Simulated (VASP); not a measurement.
# WC (P-6m2) in VASP: single point with PBE

Aim: the single point of WC with PBE.

All numbers are computed with VASP 6.6.1; they aren't measurements. Logs are shortened: lines on timing, memory, paths and dates and some standing lists are left out, and cuts for length are marked.

**1. The cell of the first run**

Symmetry: P-6m2, No. 187, hexagonal system. The conventional cell has a = 2.922 Å, b = 2.922 Å, c = 2.847 Å, α = 90.00°, β = 90.00°, γ = 120.00°. Within 3.0 Å of W (site symmetry -6m2) lie 6 C at 2.21 Å and 8 W at 2.85 to 2.92 Å. Within 3.0 Å of C (site symmetry -6m2) lie 6 W at 2.21 Å and 8 C at 2.85 to 2.92 Å.

**2. Single point, PBE**

The input, INCAR:

```
SYSTEM = WC
PREC     = Accurate       ! precision mode
ENCUT    = 1300           ! plane-wave cutoff, eV
EDIFF    = 1E-6           ! SCF threshold, eV
ISMEAR   = 0              ! smearing method
SIGMA    = 0.1            ! smearing width, eV
LREAL    = .FALSE.        ! projectors in reciprocal space
LASPH    = .TRUE.         ! aspherical terms in the spheres
NELM     = 120            ! most SCF steps
ALGO     = Normal         ! electronic algorithm
ISIF     = 2              ! what is computed and relaxed
LWAVE    = .FALSE.        ! write WAVECAR
LCHARG   = .FALSE.        ! write CHGCAR
GGA      = PE             ! functional
NBANDS   = 16             ! bands
GGA_COMPAT= .FALSE.
```

The input, KPOINTS:

```
Automatic mesh
0
G
  12 12 12
  0 0 0
```

The input, POSCAR:

```
WC
1.0
    2.9217712068      0.0000000000      0.0000000000
   -1.4608856034      2.5303280892      0.0000000000
    0.0000000000      0.0000000000      2.8470769659
W C
1 1
Direct
    0.0000000000      0.0000000000      0.0000000000
    0.6666666667      0.3333333333      0.5000000000
```

Potentials or basis: VASP PAW PBE potentials, release 64 (W_sv, C_h).

Run with:

```console
$ cat potpaw_PBE.64/W_sv/POTCAR potpaw_PBE.64/C_h/POTCAR > POTCAR
$ mpirun -np 1 vasp_std > vasp.out
```

OUTCAR:

```text
SYSTEM = WC
   PREC = Accurate
   ENCUT = 1300
   EDIFF = 1E-6
   ISMEAR = 0
   LREAL = .FALSE.
   LASPH = .TRUE.
   NELM = 120
   ISIF = 2
   GGA = PE

 ion  position               nearest neighbor table
   1  0.000  0.000  0.000-   2 2.21   2 2.21   2 2.21   2 2.21   2 2.21   2 2.21
   2  0.667  0.333  0.500-   1 2.21   1 2.21   1 2.21   1 2.21   1 2.21   1 2.21

  LATTYP: Found a hexagonal cell.
 ALAT       =     2.9217712068
 C/A-ratio  =     0.9744352875

  Lattice vectors:

 A1 = (   2.9217712068,   0.0000000000,   0.0000000000)
 A2 = (  -1.4608856034,   2.5303280892,   0.0000000000)
 A3 = (   0.0000000000,   0.0000000000,   2.8470769659)

Analysis of symmetry for initial positions (statically):
=====================================================================
 Subroutine PRICEL returns:
 Original cell was already a primitive cell.

 Routine SETGRP: Setting up the symmetry group for a
 hexagonal supercell.

 Subroutine GETGRP returns: Found 12 space group operations
 (whereof 12 operations were pure point group operations)
 out of a pool of 24 trial point group operations.

The static configuration has the point symmetry D_3h.

Analysis of symmetry for dynamics (positions and initial velocities):
=====================================================================
 Subroutine PRICEL returns:
 Original cell was already a primitive cell.

 Routine SETGRP: Setting up the symmetry group for a
 hexagonal supercell.

 Subroutine GETGRP returns: Found 12 space group operations
 (whereof 12 operations were pure point group operations)
 out of a pool of 24 trial point group operations.

The dynamic configuration has the point symmetry D_3h.

 Subroutine INISYM returns: Found 12 space group operations
 (whereof 12 operations are pure point group operations),
 and found     1 'primitive' translations

----------------------------------------------------------------------------------------

                                     Primitive cell

  volume of cell :      21.0486

  direct lattice vectors                    reciprocal lattice vectors
     2.921771207  0.000000000  0.000000000     0.342258147  0.197602833  0.000000000
    -1.460885603  2.530328089  0.000000000     0.000000000  0.395205667  0.000000000
     0.000000000  0.000000000  2.847076966     0.000000000  0.000000000  0.351237431

  length of vectors
     2.921771207  2.921771207  2.847076966     0.395205667  0.395205667  0.351237431

  position of ions in fractional coordinates (direct lattice)
     0.000000000  0.000000000  0.000000000
     0.666666667  0.333333333  0.500000000

  ion indices of the primitive-cell ions
   primitive index   ion index
                 1           1
                 2           2

----------------------------------------------------------------------------------------

 KPOINTS: Automatic mesh

Automatic generation of k-mesh.
 Grid dimensions read from file:
 generate k-points for:   12   12   12

 Generating k-lattice:

  Cartesian coordinates                     Fractional coordinates (reciprocal lattice)
     0.028521512  0.016466903  0.000000000     0.083333333 -0.000000000  0.000000000
     0.000000000  0.032933806  0.000000000     0.000000000  0.083333333  0.000000000
     0.000000000  0.000000000  0.029269786     0.000000000  0.000000000  0.083333333

  Length of vectors
     0.032933806  0.032933806  0.029269786

  Shift w.r.t. Gamma in fractional coordinates (k-lattice)
     0.000000000  0.000000000  0.000000000

 Subroutine IBZKPT returns following result:
 ===========================================

 Found    133 irreducible k-points:

 Following reciprocal coordinates:
            Coordinates               Weight
  0.000000  0.000000  0.000000      1.000000
  0.083333  0.000000  0.000000      6.000000
  0.166667  0.000000  0.000000      6.000000
  0.250000  0.000000  0.000000      6.000000
  0.333333  0.000000  0.000000      6.000000
  0.416667  0.000000  0.000000      6.000000
[... 16 lines left out ...]
  0.250000  0.000000  0.083333     12.000000
  0.333333  0.000000  0.083333     12.000000
 [... further k-points ...]
   k-points           NKPTS =    133   k-points in BZ     NKDIM =    133   number of bands    NBANDS=     16
   number of dos      NEDOS =    301   number of ions     NIONS =      2
   total plane-waves  NPLWV =  46656
   dimension x,y,z NGX =    36 NGY =   36 NGZ =   36
   dimension x,y,z NGXF=    72 NGYF=   72 NGZF=   72
   ions per type =               1   1
   NGX,Y,Z   is equivalent  to a cutoff of  20.48, 20.48, 21.02 a.u.
   NGXF,Y,Z  is equivalent  to a cutoff of  40.97, 40.97, 42.04 a.u.
 SYSTEM =  WC
   PREC   = accura    normal or accurate (medium, high low for compatibility)
   ISTART =      0    job   : 0-new  1-cont  2-samecut
   ICHARG =      2    charge: 1-file 2-atom 10-const
   ISPIN  =      1    spin polarized calculation?
   LNONCOLLINEAR =      F non collinear calculations
   LSORBIT =      F    spin-orbit coupling
   LASPH  =      T    aspherical Exc in radial PAW
   ENCUT  = 1300.0 eV  95.55 Ry    9.77 a.u.   8.59  8.59  8.37*2*pi/ulx,y,z
   NELM   =    120;   NELMIN=  2; NELMDL= -5     # of ELM steps
   EDIFF  = 0.1E-05   stopping-criterion for ELM
   LREAL  =      F    real-space projection
[... 7 lines left out ...]
   TEBEG  =    0.0;   TEEND  =   0.0 temperature during run
   PSTRESS=    0.0 pullay stress
   NELECT =      18.0000    total number of electrons
   NUPDOWN=      -1.0000    fix difference up-down
   EMIN   =  10.00;   EMAX   =-10.00  energy-range for DOS
   EFERMI =   0.00;   METHOD = LEGACY
   ISMEAR =     0;   SIGMA  =   0.10  broadening in eV -4-tet -1-fermi 0-gaus
   EFERMI_NEDOS =   21; number of points for ismear=-14 and -15
   IALGO  =     38    algorithm
   IMIX   =      4    mixing-type and parameters
     AMIX     =   0.40;   BMIX     =  1.00
     AMIX_MAG =   1.60;   BMIX_MAG =  1.00
  volume/ion in A,a.u.               =      10.52        71.02
  Fermi-wavevector in a.u.,A,eV,Ry     =   1.553907  2.936458 32.852978  2.414626
  Thomas-Fermi vector in A             =   2.658070
   LORBIT       =      0    0 simple, 1 ext, 2 COOP (PROOUT), +10 PAW based schemes
   GGA     = PE    functional components
   LHFCALC =     F    Hartree Fock is set to
   AEXX    =    0.0000 exact exchange contribution
   IVDW    =     0    specifies the selected vdW correction
   LEPSILON=     F    determine dielectric tensor
   LRPA    =     F    only Hartree local field effects (RPA)
 non-spin polarized calculation
 Gauss-broadening in eV      SIGMA  =   0.10
  energy-cutoff  :     1300.00
  volume of cell :       21.05
 maximum number of plane-waves:      2284
 NGX is ok and might be reduce to    36
   NGX = 17   NGY = 17   NGZ = 17

 number of electron      18.0000000 magnetization

 Free energy of the ion-electron system (eV)
  ---------------------------------------------------
  ext. energy  EPLUGINS =         0.00000000
  ---------------------------------------------------
  free energy    TOTEN  =       -22.45838051 eV

  energy without entropy =      -22.45761771  energy(sigma->0) =      -22.45799911

 E-fermi :  11.1909     XC(G=0): -13.7553

 val. band max:       11.1755421276   @ k =   0.0833   0.0000   0.3333
 cond. band min:      11.2781110475   @ k =   0.0000   0.0000   0.0833
 fundamental gap:      0.1025689199
 Fermi energy:        11.1909113710

 k-point     1 :       0.0000    0.0000    0.0000
  band No.  band energies     occupation
      1     -62.8332      2.00000
      2     -26.8086      2.00000
      3     -26.7191      2.00000
      4     -26.7191      2.00000
      5      -3.1385      2.00000
      6       6.9734      2.00000
[... 8 lines left out ...]
     15      25.4181      0.00000
     16      27.8008      0.00000

 k-point     2 :       0.0833    0.0000    0.0000
  band No.  band energies     occupation
      1     -62.8296      2.00000
      2     -26.8017      2.00000
      3     -26.7734      2.00000
      4     -26.7314      2.00000
      5      -2.9601      2.00000
      6       7.0143      2.00000
[... 8 lines left out ...]
     15      25.0808      0.00000
     16      28.1767      0.00000

 k-point     3 :       0.1667    0.0000    0.0000
  band No.  band energies     occupation
      1     -62.8197      2.00000
      2     -26.9193      2.00000
      3     -26.7827      2.00000
      4     -26.7649      2.00000
      5      -2.4556      2.00000
      6       6.5873      2.00000
[... 8 lines left out ...]
     15      24.7811      0.00000
     16      29.2097      0.00000

 k-point     4 :       0.2500    0.0000    0.0000
  band No.  band energies     occupation
      1     -62.8061      2.00000
      2     -27.1138      2.00000
      3     -26.8102      2.00000
      4     -26.7566      2.00000
      5      -1.7124      2.00000
      6       5.7574      2.00000
[... 8 lines left out ...]
     15      25.1378      0.00000
     16      29.3580      0.00000
[... 324 lines left out ...]
 k-point    22 :       0.1667    0.0000    0.0833
  band No.  band energies     occupation
      1     -62.8171      2.00000
      2     -26.9148      2.00000
      3     -26.8310      2.00000
      4     -26.7604      2.00000
      5      -2.3064      2.00000
      6       6.6603      2.00000
[... 8 lines left out ...]
     15      24.6761      0.00000
     16      29.1054      0.00000

 k-point    23 :       0.2500    0.0000    0.0833
  band No.  band energies     occupation
      1     -62.8036      2.00000
      2     -27.1081      2.00000
      3     -26.8056      2.00000
      4     -26.8043      2.00000
      5      -1.5871      2.00000
      6       5.8184      2.00000
[... 8 lines left out ...]
     15      24.8443      0.00000
     16      28.8016      0.00000

 k-point    24 :       0.3333    0.0000    0.0833
  band No.  band energies     occupation
      1     -62.7901      2.00000
      2     -27.2965      2.00000
      3     -26.8503      2.00000
      4     -26.7771      2.00000
      5      -0.7792      2.00000
      6       5.0193      2.00000
[... 8 lines left out ...]
     15      25.4917      0.00000
     16      27.7355      0.00000

 [... further k-points ...]

------------------------ aborting loop because EDIFF is reached ----------------------------------------

  FORCE on cell =-STRESS in cart. coord.  units (eV):
  Direction    XX          YY          ZZ          XY          YZ          ZX
  --------------------------------------------------------------------------------------
  -------------------------------------------------------------------------------------
  Total        0.1319388      0.1319388      0.1515076      0.0000000     -0.0000000      0.0000000
  in kB       10.0429400     10.0429400     11.5324790      0.0000000     -0.0000000      0.0000000
  external PRESSURE =      10.5394530 kB  Pullay stress =       0.0000000 kB

 VOLUME and BASIS-vectors are now :
 -----------------------------------------------------------------------------
  energy-cutoff  :     1300.00
  volume of cell :       21.05
      direct lattice vectors                 reciprocal lattice vectors
     2.921771207  0.000000000  0.000000000     0.342258147  0.197602833  0.000000000
    -1.460885603  2.530328089  0.000000000     0.000000000  0.395205667  0.000000000
     0.000000000  0.000000000  2.847076966     0.000000000  0.000000000  0.351237431

 POSITION                                       TOTAL-FORCE (eV/Angst)
 -----------------------------------------------------------------------------------
      0.00000      0.00000      0.00000         0.000000     -0.000000      0.000000
      1.46089      0.84344      1.42354         0.000000      0.000000      0.000000
 -----------------------------------------------------------------------------------
    total drift:                               -0.000000      0.000000      0.000000

  FREE ENERGIE OF THE ION-ELECTRON SYSTEM (eV)
  ---------------------------------------------------
  free  energy   TOTEN  =       -22.4583805089 eV

  energy  without entropy=      -22.4576177112  energy(sigma->0) =      -22.45799911
```

Run time: 92 s. Hardware: 1 thread of Intel Xeon Platinum 8259CL at 2.50GHz (Skylake/Cascade Lake), shared host; peak memory 0.34 GiB.

Results:

| Quantity | Value |
| --- | --- |
| Free energy | -22.4584 eV |
| Pressure | 1.1 GPa |
| Band gap on the k mesh | zero (bands 9 and 10 overlap by 1.20 eV) |

Stress tensor (GPa, compression positive):
```
1.00 0.00 0.00
0.00 1.00 0.00
0.00 0.00 1.15
```

Levels at points of the mesh, in eV from the Fermi level:
| k point | band 7 | band 8 | band 9 | band 10 | band 11 | band 12 |
| --- | --- | --- | --- | --- | --- | --- |
| (0.00, 0.00, 0.00) | -3.27 | -3.27 | 0.11 | 3.18 | 3.18 | 5.56 |
| (0.50, 0.00, 0.00) | -3.53 | -3.49 | -0.46 | 2.32 | 4.45 | 4.79 |
| (0.00, 0.00, 0.50) | -1.98 | -1.98 | -0.56 | -0.56 | 3.65 | 4.49 |
| (0.50, 0.00, 0.50) | -4.24 | -4.14 | 0.27 | 4.34 | 5.22 | 6.52 |

Caveat: spin-orbit coupling is left out, which moves the levels of the heavy elements.

The gap in the log of VASP goes by the Fermi energy; the results here count the filled bands.